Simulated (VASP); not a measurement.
# Os (Fm-3m) in VASP: a series of runs

Runs on Os. Level: BLYP. Tasks: single point.

All numbers are computed with VASP 6.6.1; they aren't measurements. Logs are shortened: lines on timing, memory, paths and dates and some standing lists are left out, and cuts for length are marked.

### 1 The cell of the first run

Symmetry: Fm-3m, No. 225, cubic system. The conventional cell has a = 3.861 Å, b = 3.861 Å, c = 3.861 Å, α = 90.00°, β = 90.00°, γ = 90.00°. Within 3.6 Å of Os (site symmetry m-3m) lie 12 Os at 2.73 Å.

This isn't the form of Os at room conditions, which is hcp.

### 2 Single point, BLYP (14.39 Å³/atom)

Input file INCAR:

```
PREC = Accurate
ENCUT = 560
EDIFF = 1E-6
ISMEAR = -1
SIGMA = 0.1
LREAL = F
LASPH = T
NELM = 120
ALGO = Normal
ISIF = 2
LWAVE = F
LCHARG = F
GGA = B5
ALDAX = 1.0
AGGAX = 1.0
AGGAC = 1.0
ALDAC = 0.0
NBANDS = 14
GGA_COMPAT = F
```

Input file KPOINTS:

```
regular mesh
0
Gamma
  16 16 16
```

Input file POSCAR:

```
Os
1.0
    0.0000000000      1.9303277222      1.9303277222
    1.9303277222      0.0000000000      1.9303277222
    1.9303277222      1.9303277222      0.0000000000
Os
1
Direct
    0.0000000000      0.0000000000      0.0000000000
```

Potentials or basis: VASP PAW PBE potentials, release 64 (Os_sv_GW).

Command:

```bash
> cat potpaw_PBE.64/Os_sv_GW/POTCAR > POTCAR
> mpirun -np 1 vasp_std > vasp.out
```

OUTCAR:

```text
PREC = Accurate
   ENCUT = 560
   EDIFF = 1E-6
   ISMEAR = -1
   LREAL = F
   LASPH = T
   NELM = 120
   ISIF = 2
   GGA = B5

 ion  position               nearest neighbor table
   1  0.000  0.000  0.000-

  LATTYP: Found a face centered cubic cell.
 ALAT       =     3.8606554444

  Lattice vectors:

 A1 = (   0.0000000000,   1.9303277222,   1.9303277222)
 A2 = (   1.9303277222,   0.0000000000,   1.9303277222)
 A3 = (   1.9303277222,   1.9303277222,   0.0000000000)

Analysis of symmetry for initial positions (statically):
=====================================================================
 Subroutine PRICEL returns:
 Original cell was already a primitive cell.

 Routine SETGRP: Setting up the symmetry group for a
 face centered cubic supercell.

 Subroutine GETGRP returns: Found 48 space group operations
 (whereof 48 operations were pure point group operations)
 out of a pool of 48 trial point group operations.

The static configuration has the point symmetry O_h .

Analysis of symmetry for dynamics (positions and initial velocities):
=====================================================================
 Subroutine PRICEL returns:
 Original cell was already a primitive cell.

 Routine SETGRP: Setting up the symmetry group for a
 face centered cubic supercell.

 Subroutine GETGRP returns: Found 48 space group operations
 (whereof 48 operations were pure point group operations)
 out of a pool of 48 trial point group operations.

The dynamic configuration has the point symmetry O_h .

 Subroutine INISYM returns: Found 48 space group operations
 (whereof 48 operations are pure point group operations),
 and found     1 'primitive' translations

----------------------------------------------------------------------------------------

                                     Primitive cell

  volume of cell :      14.3854

  direct lattice vectors                    reciprocal lattice vectors
     0.000000000  1.930327722  1.930327722    -0.259023374  0.259023374  0.259023374
     1.930327722  0.000000000  1.930327722     0.259023374 -0.259023374  0.259023374
     1.930327722  1.930327722  0.000000000     0.259023374  0.259023374 -0.259023374

  length of vectors
     2.729895645  2.729895645  2.729895645     0.448641645  0.448641645  0.448641645

  position of ions in fractional coordinates (direct lattice)
     0.000000000  0.000000000  0.000000000

  ion indices of the primitive-cell ions
   primitive index   ion index
                 1           1

----------------------------------------------------------------------------------------

 KPOINTS: regular mesh

Automatic generation of k-mesh.
 Grid dimensions read from file:
 generate k-points for:   16   16   16

 Generating k-lattice:

  Cartesian coordinates                     Fractional coordinates (reciprocal lattice)
    -0.016188961  0.016188961  0.016188961     0.062500000  0.000000000  0.000000000
     0.016188961 -0.016188961  0.016188961     0.000000000  0.062500000  0.000000000
     0.016188961  0.016188961 -0.016188961     0.000000000  0.000000000  0.062500000

  Length of vectors
     0.028040103  0.028040103  0.028040103

  Shift w.r.t. Gamma in fractional coordinates (k-lattice)
     0.000000000  0.000000000  0.000000000

 Subroutine IBZKPT returns following result:
 ===========================================

 Found    145 irreducible k-points:

 Following reciprocal coordinates:
            Coordinates               Weight
  0.000000  0.000000  0.000000      1.000000
  0.062500  0.000000  0.000000      8.000000
  0.125000  0.000000  0.000000      8.000000
  0.187500  0.000000  0.000000      8.000000
  0.250000  0.000000  0.000000      8.000000
  0.312500  0.000000  0.000000      8.000000
[... 16 lines left out ...]
 -0.125000  0.062500  0.000000     24.000000
 -0.062500  0.062500  0.000000     12.000000
 [... further k-points ...]
   k-points           NKPTS =    145   k-points in BZ     NKDIM =    145   number of bands    NBANDS=     14
   number of dos      NEDOS =    301   number of ions     NIONS =      1
   total plane-waves  NPLWV =  13824
   dimension x,y,z NGX =    24 NGY =   24 NGZ =   24
   dimension x,y,z NGXF=    48 NGYF=   48 NGZF=   48
   ions per type =               1
   NGX,Y,Z   is equivalent  to a cutoff of  14.62, 14.62, 14.62 a.u.
   NGXF,Y,Z  is equivalent  to a cutoff of  29.23, 29.23, 29.23 a.u.
 SYSTEM =  unknown system
   PREC   = accura    normal or accurate (medium, high low for compatibility)
   ISTART =      0    job   : 0-new  1-cont  2-samecut
   ICHARG =      2    charge: 1-file 2-atom 10-const
   ISPIN  =      1    spin polarized calculation?
   LNONCOLLINEAR =      F non collinear calculations
   LSORBIT =      F    spin-orbit coupling
   LASPH  =      T    aspherical Exc in radial PAW
   ENCUT  =  560.0 eV  41.16 Ry    6.42 a.u.   5.27  5.27  5.27*2*pi/ulx,y,z
   NELM   =    120;   NELMIN=  2; NELMDL= -5     # of ELM steps
   EDIFF  = 0.1E-05   stopping-criterion for ELM
   LREAL  =      F    real-space projection
   EDIFFG = 0.1E-04   stopping-criterion for IOM
   NSW    =      0    number of steps for IOM
   IBRION =     -1    ionic relax: 0-MD 1-quasi-New 2-CG
   NFREE  =      0    steps in history (QN), initial steepest desc. (CG)
   ISIF   =      2    stress and relaxation
   ISYM   =      2    0-nonsym 1-usesym 2-fastsym
   POTIM  = 0.5000    time-step for ionic-motion
   TEBEG  =    0.0;   TEEND  =   0.0 temperature during run
   PSTRESS=    0.0 pullay stress
   NELECT =      16.0000    total number of electrons
   NUPDOWN=      -1.0000    fix difference up-down
   EMIN   =  10.00;   EMAX   =-10.00  energy-range for DOS
   EFERMI =   0.00;   METHOD = LEGACY
   ISMEAR =    -1;   SIGMA  =   0.10  broadening in eV -4-tet -1-fermi 0-gaus
   EFERMI_NEDOS =   21; number of points for ismear=-14 and -15
   IALGO  =     38    algorithm
   IMIX   =      4    mixing-type and parameters
     AMIX     =   0.40;   BMIX     =  1.00
     AMIX_MAG =   1.60;   BMIX_MAG =  1.00
  volume/ion in A,a.u.               =      14.39        97.08
  Fermi-wavevector in a.u.,A,eV,Ry     =   1.696187  3.205329 39.144655  2.877051
  Thomas-Fermi vector in A             =   2.777095
   LORBIT       =      0    0 simple, 1 ext, 2 COOP (PROOUT), +10 PAW based schemes
   GGA     = B5    functional components
   LHFCALC =     F    Hartree Fock is set to
   AEXX    =    0.0000 exact exchange contribution
   IVDW    =     0    specifies the selected vdW correction
   LEPSILON=     F    determine dielectric tensor
   LRPA    =     F    only Hartree local field effects (RPA)
 non-spin polarized calculation
  energy-cutoff  :      560.00
  volume of cell :       14.39
 maximum number of plane-waves:       445
 NGX is ok and might be reduce to    24
   NGX = 11   NGY = 11   NGZ = 11

 number of electron      15.9999999 magnetization

 Free energy of the ion-electron system (eV)
  ---------------------------------------------------
  ext. energy  EPLUGINS =         0.00000000
  ---------------------------------------------------
  free energy    TOTEN  =       -10.64000501 eV

  energy without entropy =      -10.61198795  energy(sigma->0) =      -10.62599648

 E-fermi :  13.7684     XC(G=0): -13.7366

 val. band max:       13.7555344614   @ k =  -0.0625   0.0625   0.0000
 cond. band min:      13.7725274292   @ k =   0.4375   0.3125   0.1250
 fundamental gap:      0.0169929677
 Fermi energy:        13.7683972482

 k-point     1 :       0.0000    0.0000    0.0000
  band No.  band energies     occupation
      1     -72.2961      2.00000
      2     -31.4436      2.00000
      3     -31.4436      2.00000
      4     -31.4436      2.00000
      5       3.3771      2.00000
      6      10.8253      2.00000
      7      10.8253      2.00000
      8      10.8253      2.00000
      9      13.7339      1.17103
     10      13.7339      1.17103
     11      27.3902      0.00000
     12      32.9251      0.00000
     13      32.9251      0.00000
     14      32.9251      0.00000

 k-point     2 :       0.0625    0.0000    0.0000
  band No.  band energies     occupation
      1     -72.2931      2.00000
      2     -31.4845      2.00000
      3     -31.4492      2.00000
      4     -31.4492      2.00000
      5       3.5571      2.00000
      6      10.7212      2.00000
      7      10.9054      2.00000
      8      10.9054      2.00000
      9      13.6763      1.43047
     10      13.6763      1.43047
     11      27.7179      0.00000
     12      32.1779      0.00000
     13      33.2390      0.00000
     14      33.2390      0.00000

 k-point     3 :       0.1250    0.0000    0.0000
  band No.  band energies     occupation
      1     -72.2836      2.00000
      2     -31.5974      2.00000
      3     -31.4647      2.00000
      4     -31.4647      2.00000
      5       4.0706      2.00000
      6      10.4681      2.00000
      7      11.1054      2.00000
      8      11.1054      2.00000
      9      13.5630      1.77268
     10      13.5630      1.77268
     11      28.5859      0.00000
     12      30.7514      0.00000
     13      34.1484      0.00000
     14      34.1484      0.00000
[... 324 lines left out ...]
 k-point    23 :      -0.1250    0.0625    0.0000
  band No.  band energies     occupation
      1     -72.2767      2.00000
      2     -31.6645      2.00000
      3     -31.5029      2.00000
      4     -31.4643      2.00000
      5       4.4523      2.00000
      6      10.2514      2.00000
      7      11.2523      2.00000
      8      11.2743      2.00000
      9      13.1895      1.99390
     10      13.8436      0.64095
     11      29.1941      0.00000
     12      30.3164      0.00000
     13      33.8527      0.00000
     14      35.3022      0.00000

 k-point    24 :      -0.0625    0.0625    0.0000
  band No.  band energies     occupation
      1     -72.2877      2.00000
      2     -31.5404      2.00000
      3     -31.4731      2.00000
      4     -31.4513      2.00000
      5       3.8496      2.00000
      6      10.5353      2.00000
      7      11.0164      2.00000
      8      11.0734      2.00000
      9      13.4381      1.92904
     10      13.7555      1.06423
     11      28.2378      0.00000
     12      31.4998      0.00000
     13      33.2181      0.00000
     14      34.0030      0.00000

 [... further k-points ...]
[... 5 lines left out ...]
  --------------------------------------------------------------------------------------
  -------------------------------------------------------------------------------------
  Total        1.3639624      1.3639624      1.3639624     -0.0000000     -0.0000000      0.0000000
  in kB      151.9112145    151.9112145    151.9112145     -0.0000000     -0.0000000      0.0000000
  external PRESSURE =     151.9112145 kB  Pullay stress =       0.0000000 kB

 VOLUME and BASIS-vectors are now :
 -----------------------------------------------------------------------------
  energy-cutoff  :      560.00
  volume of cell :       14.39
      direct lattice vectors                 reciprocal lattice vectors
     0.000000000  1.930327722  1.930327722    -0.259023374  0.259023374  0.259023374
     1.930327722  0.000000000  1.930327722     0.259023374 -0.259023374  0.259023374
     1.930327722  1.930327722  0.000000000     0.259023374  0.259023374 -0.259023374

 POSITION                                       TOTAL-FORCE (eV/Angst)
 -----------------------------------------------------------------------------------
      0.00000      0.00000      0.00000        -0.000000     -0.000000     -0.000000
 -----------------------------------------------------------------------------------
    total drift:                                0.000000      0.000000      0.000000

  FREE ENERGIE OF THE ION-ELECTRON SYSTEM (eV)
  ---------------------------------------------------
  free  energy   TOTEN  =       -10.6400050113 eV

  energy  without entropy=      -10.6119879500  energy(sigma->0) =      -10.62599648
```

Run time: 55 s. Hardware: 1 thread of Intel Xeon Platinum 8259CL at 2.50GHz (Skylake/Cascade Lake), shared host; peak memory 0.17 GiB.

What came out:

```yaml
Free_energy: -10.6400 eV
Pressure: 15.2 GPa
Band_gap_on_the_k_mesh: zero (bands 8 and 9 overlap by 4.20 eV)
```

Caveat: the cell stands under pressure; the PAW data sets were made with another functional, which shifts forces and pressure a little; spin-orbit coupling is left out, which moves the levels of the heavy elements.

### 3 Single point, BLYP (14.98 Å³/atom)

This run uses another cell than the first one, of 14.98 Å³/atom.

INCAR is that of step 2.

KPOINTS is that of step 2.

Input file POSCAR:

```
Os
1.0
    0.0000000000      1.9567738540      1.9567738540
    1.9567738540      0.0000000000      1.9567738540
    1.9567738540      1.9567738540      0.0000000000
Os
1
Direct
    0.0000000000      0.0000000000      0.0000000000
```

Potentials or basis: VASP PAW PBE potentials, release 64 (Os_sv_GW).

Command:

```bash
> cat potpaw_PBE.64/Os_sv_GW/POTCAR > POTCAR
> mpirun -np 1 vasp_std > vasp.out
```

Run time: 26 s. Hardware: 1 thread of AMD EPYC 9R45 (Zen 5), shared host; peak memory 0.14 GiB.

Results (log left out):

```
Free energy            : -10.6729 eV
Pressure               : -0.2 GPa
Band gap on the k mesh : zero (bands 8 and 9 overlap by 4.00 eV)
```

Levels at points of the mesh, in eV from the Fermi level:
```
           k point  band 4  band 5  band 6  band 7  band 8  band 9  band 10  band 11  band 12  band 13
(0.00, 0.00, 0.00)  -45.21  -10.04   -2.77   -2.77   -2.77   -0.04    -0.04    13.69    18.99    18.99
(0.50, 0.00, 0.00)  -45.33   -7.06   -2.90   -2.90    0.11    2.14     2.14     8.15    13.39    19.04
(0.50, 0.50, 0.00)  -45.53   -6.87   -6.25    2.09    2.45    2.76     2.76    11.18    11.75    11.75
```

Caveat: the PAW data sets were made with another functional, which shifts forces and pressure a little; spin-orbit coupling is left out, which moves the levels of the heavy elements.

The gap in the log of VASP goes by the Fermi energy; the results here count the filled bands.